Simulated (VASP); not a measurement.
Set up this calculation in VASP 6.6.1, as the native input.

```
Task                   : electric field gradients
Functional             : PBE
Potentials or basis    : VASP PAW PBE potentials, release 64 (N, W_sv, S)
Cutoff                 : 520 eV
k mesh                 : 4 × 4 × 2
Occupations            : fermi-dirac, width 0.01 eV
Spin                   : collinear spin, ferromagnetic start
Starting moments       : [1.0, 0.0, 0.0, 0.0, 0.0, 0.0, 0.0, 0.0, 0.0, 0.0, 0.0, 0.0, 0.0, 0.0, 0.0, 0.0, 0.0, 0.0, 0.0, 0.0, 0.0, 0.0, 0.0, 0.0] μB
Dipole correction      : no
Further INCAR settings : ALGO = Normal; EDIFF = 1e-08; NBANDS = 122
```

The structure of W7S16N (a cell with a defect) (Tungstenite) lies in POSCAR:

```
W7S16N
1.0
    6.3600000000      0.0000000000      0.0000000000
   -3.1800000000      5.5079215680      0.0000000000
    0.0000000000      0.0000000000     12.5000000000
N W S
1 7 16
Direct
    0.1666666666      0.3333333334      0.2500000000
    0.1666666666      0.8333333334      0.2500000000
    0.6666666666      0.3333333334      0.2500000000
    0.6666666666      0.8333333334      0.2500000000
    0.3333333334      0.1666666666      0.7500000000
    0.3333333334      0.6666666666      0.7500000000
    0.8333333334      0.1666666666      0.7500000000
    0.8333333334      0.6666666666      0.7500000000
    0.1666666666      0.3333333334      0.6250000000
    0.1666666666      0.8333333334      0.6250000000
    0.6666666666      0.3333333334      0.6250000000
    0.6666666666      0.8333333334      0.6250000000
    0.3333333334      0.1666666666      0.1250000000
    0.3333333334      0.6666666666      0.1250000000
    0.8333333334      0.1666666666      0.1250000000
    0.8333333334      0.6666666666      0.1250000000
    0.1666666666      0.3333333334      0.8750000000
    0.1666666666      0.8333333334      0.8750000000
    0.6666666666      0.3333333334      0.8750000000
    0.6666666666      0.8333333334      0.8750000000
    0.3333333334      0.1666666666      0.3750000000
    0.3333333334      0.6666666666      0.3750000000
    0.8333333334      0.1666666666      0.3750000000
    0.8333333334      0.6666666666      0.3750000000
```

These files were run (other wordings do the same):

INCAR

```
SYSTEM = W7S16N
PREC = Accurate ; ENCUT = 520
EDIFF = 1E-8 ; ISMEAR = -1
SIGMA = 0.01 ; LREAL = .False.
LASPH = .True. ; NELM = 200
ALGO = Normal ; ISIF = 2
LWAVE = .False. ; LCHARG = .False.
ISPIN = 2 ; MAGMOM = 1 0 0 0 0 0 0 0 0 0 0 0 0 0 0 0 0 0 0 0 0 0 0 0
LORBIT = 11 ; LMAXMIX = 4
GGA = PE ; LEFG = .True.
NBANDS = 122 ; GGA_COMPAT = .False.
KPAR = 4
```

KPOINTS

```
Automatic mesh
0
Gamma
  4 4 2
  0 0 0
```

Potentials or basis: VASP PAW PBE potentials, release 64 (N, W_sv, S).

Run with:

```sh
$ cat potpaw_PBE.64/N/POTCAR potpaw_PBE.64/W_sv/POTCAR potpaw_PBE.64/S/POTCAR > POTCAR
$ mpirun -np 4 vasp_std > vasp.out
```

It gave:

```yaml
Pressure: 1.2 GPa
Largest_force: 1.004 eV/Å
Net_moment: 0.38 μB per cell
Site_moments: N +0.26; W +0.03, -0.00; S -0.00, -0.01 μB
Valence_electrons_inside_the_program's_atomic_spheres: N 3.31; W 11.97, 12.02; S 3.72, 3.66, 3.71
```

Caveat: without QUAD_EFG the Cq values of the log hold for a quadrupole moment of 1 mb, not for the nuclei.

It took 5.8 min on 4 MPI ranks on Intel(R) Xeon(R) 6975P-C (Granite Rapids), with other jobs on the host, peak memory 1.1 GiB a rank.
